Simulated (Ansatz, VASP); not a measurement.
# KTaO3: VASP beside Ansatz

The input POSCAR:

```
KTaO3
1.0
    3.9901311030      0.0000000000      0.0000000000
    0.0000000000      3.9901311030      0.0000000000
    0.0000000000      0.0000000000      3.8704271699
K Ta O
1 1 3
Direct
    0.0000000000      0.0000000000      0.0000000000
    0.5000000000      0.5000000000      0.5000000000
    0.5000000000      0.5000000000      0.0000000000
    0.5000000000      0.0000000000      0.5000000000
    0.0000000000      0.5000000000      0.5000000000
```

The input INCAR.step1:

```
SYSTEM = KTaO3
ALGO = Normal ; EDIFF = 1E-5
ENCUT = 770 ; GGA = PE
GGA_COMPAT = .FALSE. ; ISMEAR = 0
LASPH = .TRUE. ; LCHARG = .FALSE.
LREAL = .FALSE. ; LWAVE = .TRUE.
NBANDS = 28 ; NELM = 120
PREC = Accurate ; SIGMA = 0.01
```

Contents of INCAR.step2:

```
SYSTEM = KTaO3
ALGO = Normal ; EDIFF = 1E-6
ENCUT = 770 ; GGA_COMPAT = .FALSE.
ISIF = 2 ; ISMEAR = 0
ISTART = 1 ; LASPH = .TRUE.
LCHARG = .TRUE. ; LELF = .TRUE.
LMIXTAU = .TRUE. ; LREAL = .FALSE.
LVHAR = .TRUE. ; LWAVE = .FALSE.
METAGGA = R2SCAN ; NBANDS = 28
NELM = 120 ; PREC = Accurate
SIGMA = 0.01
```

KPOINTS

```
k-points
0
G
  6 6 6
  0 0 0
```

Input for Ansatz:

```yaml
crystal:
  lattice:
    - [3.990131103, 0.0, 0.0]
    - [0.0, 3.990131103, 0.0]
    - [0.0, 0.0, 3.8704271699]
  atoms:
    - { symbol: K, position: [0.0, 0.0, 0.0] }
    - { symbol: Ta, position: [0.5, 0.5, 0.5] }
    - { symbol: O, position: [0.5, 0.5, 0.0] }
    - { symbol: O, position: [0.5, 0.0, 0.5] }
    - { symbol: O, position: [0.0, 0.5, 0.5] }
kpoints:
  mp_grid: { grid: [6, 6, 6] }
  band_path:
    path: [[0.0, 0.0, 0.0], [0.0, 0.5, 0.0], [0.5, 0.5, 0.0], [0.5, 0.5, 0.5]]
    npoints: 1
hamiltonian:
  xc: r2scan
scf:
  occupations: { method: fixed }
  n_extra_bands: 5
output:
  forces: true
  stress: true
  eigenvalues: true
```

Change from the starting cell: uniaxial_z strain -3.0%.

Alike in both runs: task single point; functional r2SCAN; k mesh 6 × 6 × 6; no spin polarisation.

|  | VASP | Ansatz |
| --- | --- | --- |
| version | VASP 6.6.1 | Ansatz 0.2.0 |
| potentials or method | VASP PAW PBE potentials, release 64 (K_sv, Ta_sv_GW, O) | plane waves, PAW |
| plane-wave cutoff (eV) | 770 | 500 |
| occupations | gaussian, width 0.01 eV | fixed |
| valence electrons in the cell | 40 | 40 |

|  | VASP | Ansatz | Ansatz less VASP |
| --- | --- | --- | --- |
| gap on the k mesh at the Fermi level (eV) | 2.63 | 2.64 | +0.011 |
| pressure (GPa) | 7.5 | 7.2 | -0.28 |
| traceless stress, the component that is largest in VASP (GPa) | 9.21 | 9.05 | -0.156 |

VASP's potentials were made for PBE, not for r2SCAN.

Spin-orbit coupling is off throughout.
